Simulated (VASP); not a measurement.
# Pb (R-3m) in VASP: further runs, part 2 of 2

VASP 6.6.1.

**3. Single point, PBEsol**

This run uses another cell than the first one, of the same volume but with other edges.

The input, INCAR:

```
PREC = Accurate
ENCUT = 520
EDIFF = 1E-6
ISMEAR = 0
SIGMA = 0.15
LREAL = False
LASPH = True
NELM = 100
ALGO = Fast
ISIF = 2
LWAVE = False
LCHARG = True
GGA = PS
LELF = True
LVHAR = True
NBANDS = 13
```

The input, KPOINTS:

```
Automatic mesh
0
Gamma
  18 18 18
```

The input, POSCAR:

```
Pb
1.0
    0.1283864713      2.5356328079      2.5356328079
    2.5356328079      0.1283864713      2.5356328079
    2.5356328079      2.5356328079      0.1283864713
Pb
1
Direct
    0.0000000000      0.0000000000      0.0000000000
```

Potentials or basis: VASP PAW PBE potentials, release 64 (Pb_d).

Started as:

```console
> cat potpaw_PBE.64/Pb_d/POTCAR > POTCAR
> mpirun -np 1 vasp_std > vasp.out
```

OUTCAR:

```text
PREC = Accurate
   ENCUT = 520
   EDIFF = 1E-6
   ISMEAR = 0
   LREAL = False
   LASPH = True
   NELM = 100
   ISIF = 2
   GGA = PS

 ion  position               nearest neighbor table
   1  0.000  0.000  0.000-

  LATTYP: Found a trigonal (rhomboedric) cell.
 ALAT       =     3.5882238725
 COS(alpha) =     0.5499279885

  Lattice vectors:

 A1 = (   0.1283864713,   2.5356328079,   2.5356328079)
 A2 = (   2.5356328079,   0.1283864713,   2.5356328079)
 A3 = (   2.5356328079,   2.5356328079,   0.1283864713)

Analysis of symmetry for initial positions (statically):
=====================================================================
 Subroutine PRICEL returns:
 Original cell was already a primitive cell.

 Routine SETGRP: Setting up the symmetry group for a
 trigonal (rhombohedral) supercell.

 Subroutine GETGRP returns: Found 12 space group operations
 (whereof 12 operations were pure point group operations)
 out of a pool of 12 trial point group operations.

The static configuration has the point symmetry D_3d.

Analysis of symmetry for dynamics (positions and initial velocities):
=====================================================================
 Subroutine PRICEL returns:
 Original cell was already a primitive cell.

 Routine SETGRP: Setting up the symmetry group for a
 trigonal (rhombohedral) supercell.

 Subroutine GETGRP returns: Found 12 space group operations
 (whereof 12 operations were pure point group operations)
 out of a pool of 12 trial point group operations.

The dynamic configuration has the point symmetry D_3d.

 Subroutine INISYM returns: Found 12 space group operations
 (whereof 12 operations are pure point group operations),
 and found     1 'primitive' translations

----------------------------------------------------------------------------------------
[... 111 lines left out ...]
     AMIX_MAG =   1.60;   BMIX_MAG =  1.00
  volume/ion in A,a.u.               =      30.13       203.33
  Fermi-wavevector in a.u.,A,eV,Ry     =   1.267980  2.396135 21.875082  1.607773
  Thomas-Fermi vector in A             =   2.401099
   LORBIT       =      0    0 simple, 1 ext, 2 COOP (PROOUT), +10 PAW based schemes
   GGA     = PS    functional components
   LHFCALC =     F    Hartree Fock is set to
   AEXX    =    0.0000 exact exchange contribution
   IVDW    =     0    specifies the selected vdW correction
   LEPSILON=     F    determine dielectric tensor
   LRPA    =     F    only Hartree local field effects (RPA)
 non-spin polarized calculation
 RMM-DIIS sequential band-by-band and
 Gauss-broadening in eV      SIGMA  =   0.15
  energy-cutoff  :      520.00
  volume of cell :       30.13
 maximum number of plane-waves:       828
   NGX = 13   NGY = 13   NGZ = 13

 number of electron      14.0000002 magnetization

 Free energy of the ion-electron system (eV)
  ---------------------------------------------------
  ext. energy  EPLUGINS =         0.00000000
  ---------------------------------------------------
  free energy    TOTEN  =        -3.98792141 eV

  energy without entropy =       -3.98261762  energy(sigma->0) =       -3.98526952

 E-fermi :   7.2109     XC(G=0): -10.3676

 val. band max:        7.2087801828   @ k =  -0.1667  -0.3333   0.0556
 cond. band min:       7.2115661680   @ k =  -0.4444   0.2778  -0.0000
 fundamental gap:      0.0027859852
 Fermi energy:         7.2109378400

 k-point     1 :       0.0000    0.0000    0.0000
  band No.  band energies     occupation
      1      -9.8761      2.00000
      2      -9.8191      2.00000
      3      -9.8191      2.00000
      4      -9.6676      2.00000
      5      -9.6676      2.00000
      6      -4.6570      2.00000
      7      13.2379      0.00000
      8      15.2444      0.00000
      9      15.2444      0.00000
     10      17.2370      0.00000
     11      17.3717      0.00000
     12      19.8117      0.00000
     13      20.3474      0.00000
[... 354 lines left out ...]
  band No.  band energies     occupation
      1      -9.8542      2.00000
      2      -9.8002      2.00000
      3      -9.7326      2.00000
      4      -9.6806      2.00000
      5      -9.6332      2.00000
      6      -3.4161      2.00000
      7       8.5014      0.00000
      8      12.6653      0.00000
      9      13.5220      0.00000
     10      16.4217      0.00000
     11      18.0964      0.00000
     12      18.8754      0.00000
     13      19.3337      0.00000

 [... further k-points ...]
[... 5 lines left out ...]
  --------------------------------------------------------------------------------------
  -------------------------------------------------------------------------------------
  Total        0.0014073      0.0014073      0.0014073     -0.1863174     -0.1863174     -0.1863174
  in kB        0.0748320      0.0748320      0.0748320     -9.9071505     -9.9071505     -9.9071505
  external PRESSURE =       0.0748320 kB  Pullay stress =       0.0000000 kB

 VOLUME and BASIS-vectors are now :
 -----------------------------------------------------------------------------
  energy-cutoff  :      520.00
  volume of cell :       30.13
      direct lattice vectors                 reciprocal lattice vectors
     0.128386471  2.535632808  2.535632808    -0.212834753  0.202577656  0.202577656
     2.535632808  0.128386471  2.535632808     0.202577656 -0.212834753  0.202577656
     2.535632808  2.535632808  0.128386471     0.202577656  0.202577656 -0.212834753

 POSITION                                       TOTAL-FORCE (eV/Angst)
 -----------------------------------------------------------------------------------
      0.00000      0.00000      0.00000        -0.000000     -0.000000      0.000000
 -----------------------------------------------------------------------------------
    total drift:                               -0.000000     -0.000000     -0.000000

  FREE ENERGIE OF THE ION-ELECTRON SYSTEM (eV)
  ---------------------------------------------------
  free  energy   TOTEN  =        -3.9879214115 eV

  energy  without entropy=       -3.9826176227  energy(sigma->0) =       -3.98526952
```

stdout:

```text
POSCAR found type information on POSCAR Pb
 POSCAR found :  1 types and       1 ions
 scaLAPACK will be used
 -----------------------------------------------------------------------------
|                                                                             |
|                                                                             |
|     You enforced a specific xc type in the INCAR file but a different       |
|     I HOPE YOU KNOW WHAT YOU ARE DOING!                                     |
|                                                                             |
 -----------------------------------------------------------------------------

 LDA part: xc-table for (Slater+PW92), standard interpolation
 POSCAR, INCAR and KPOINTS ok, starting setup
 FFT: planning ... GRIDC
 FFT: planning ... GRID_SOFT
 FFT: planning ... GRID
 WAVECAR not read
 entering main loop
WARNING in EDDRMM: call to ZHEGV failed, returncode =   6  3     13
WARNING in EDDRMM: call to ZHEGV failed, returncode =   8  4     13
WARNING in EDDRMM: call to ZHEGV failed, returncode =   6  3     11
```

Run time: 5.8 min. Hardware: 1 thread of Intel Xeon Platinum 8375C at 2.90GHz (Ice Lake), shared host; peak memory 0.32 GiB.

What came out:

```
Free energy            : -3.9879 eV
Pressure               : 0.0 GPa
Band gap on the k mesh : zero (band 7 reaches 13.26 eV, above the bottom of band 8 at 5.63 eV)
```

Stress tensor (GPa, compression positive):
```
 0.01 -0.99 -0.99
-0.99  0.01 -0.99
-0.99 -0.99  0.01
```

Levels at points of the mesh, in eV from the Fermi level:
| k point | band 5 | band 6 | band 7 | band 8 | band 9 | band 10 |
| --- | --- | --- | --- | --- | --- | --- |
| (0.00, 0.00, 0.00) | -16.88 | -11.87 | 6.03 | 8.03 | 8.03 | 10.03 |
| (0.50, 0.00, 0.00) | -16.71 | -7.96 | -4.25 | 4.99 | 5.55 | 9.01 |
| (0.50, 0.50, 0.00) | -16.70 | -6.75 | -3.36 | 1.47 | 2.61 | 5.18 |
| (0.50, 0.50, 0.50) | -16.77 | -8.84 | -4.44 | 6.46 | 6.46 | 9.64 |

Caveat: the PAW data sets were made with another functional, which shifts forces and pressure a little; spin-orbit coupling is left out, which moves the levels of the heavy elements.
